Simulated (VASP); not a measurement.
Here is a VASP 6.6.1 calculation.

Contents of POSCAR:

```
Al2Cu
1.0
    4.2106691299      0.0000000000      0.0000000000
    0.0000000000      4.2106691299      0.0000000000
    0.0000000000      0.0000000000      2.8940952748
Al Cu
2 1
Direct
    0.5000000000      0.0000000000      0.5000000000
    0.0000000000      0.5000000000      0.5000000000
    0.0000000000      0.0000000000      0.0000000000
```

Contents of INCAR.step1:

```
SYSTEM = Al2Cu
ALGO = Normal
EDIFF = 1E-4
ENCUT = 520
GGA = PE
ISMEAR = 0
LASPH = .TRUE.
LCHARG = .FALSE.
LREAL = .FALSE.
LWAVE = .TRUE.
NBANDS = 16
NELM = 60
PREC = Accurate
SIGMA = 0.15
```

The input INCAR.step2:

```
SYSTEM = Al2Cu
ALGO = Normal
EDIFF = 1E-7
ENCUT = 520
ISIF = 2
ISMEAR = 0
ISTART = 1
LASPH = .TRUE.
LCHARG = .TRUE.
LELF = .TRUE.
LMIXTAU = .TRUE.
LREAL = .FALSE.
LVHAR = .TRUE.
LWAVE = .FALSE.
METAGGA = R2SCAN
NBANDS = 16
NELM = 60
PREC = Accurate
SIGMA = 0.15
```

The input KPOINTS:

```
k-points
0
G
  12 12 16
  0 0 0
```

Potentials or basis: VASP PAW PBE potentials, release 64 (Al, Cu).

The run is started by

```console
$ cat potpaw_PBE.64/Al/POTCAR potpaw_PBE.64/Cu/POTCAR > POTCAR
$ cp INCAR.step1 INCAR
$ mpirun -np 1 vasp_std > vasp.out
$ cp INCAR.step2 INCAR
$ mpirun -np 1 vasp_std > vasp.out
```

**Question.** Predict the pressure.

**Answer.** -6.3 GPa.

**Question.** What does it give for the band gap on the k mesh?

**Answer.** Zero (an odd number of electrons rules out a gap without spin polarisation).

Stress tensor (GPa, compression positive):
```
-6.43  0.00  0.00
 0.00 -6.43  0.00
 0.00  0.00 -6.04
```

Caveat: the cell differs from its parent crystal (strain +0.030 along x and y, +0.015 along z); the cell stands under tension; the PAW data sets were made with another functional, which shifts forces and pressure a little.
